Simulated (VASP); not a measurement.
SnO2, 6 atoms in the cell. It takes space group Pnnm (No. 58, orthorhombic). The conventional cell has a = 4.884 Å, b = 4.884 Å, c = 3.162 Å, α = 90.00°, β = 90.00°, γ = 90.00°. Within 2.8 Å of Sn (site symmetry 2/m) lie 6 O at 2.08 to 2.12 Å. O (site symmetry m) has 3 Sn at 2.08 to 2.12 Å and 1 O at 2.69 Å within 2.8 Å.  This cell differs from its parent crystal: atoms displaced along a vibrational mode, the cell strained.

```yaml
Program: VASP 6.6.1
Task: single point
Functional: PBE
Potentials_or_basis: VASP PAW PBE potentials, release 64 (Sn_d, O)
Cutoff: 520 eV
k_mesh: 6 × 6 × 8
Occupations: gaussian, width 0.05 eV
Spin: no spin polarisation
Dipole_correction: no
Further_INCAR_settings: ALGO = Normal; EDIFF = 1e-06; NBANDS = 35
```

Potentials or basis: VASP PAW PBE potentials, release 64 (Sn_d, O).

Run with:

```console
$ cat potpaw_PBE.64/Sn_d/POTCAR potpaw_PBE.64/O/POTCAR > POTCAR
$ mpirun -np 1 vasp_std > vasp.out
```

Hardware: 1 thread of Intel(R) Xeon(R) 6975P-C (Granite Rapids) (shared host).

Question: How long does it take, and how much memory?

Answer: Wall time 64 s on 1 thread of Intel(R) Xeon(R) 6975P-C (Granite Rapids), with other jobs on the host, peak memory 0.29 GiB. Counts: scf iterations 14, k points 80.
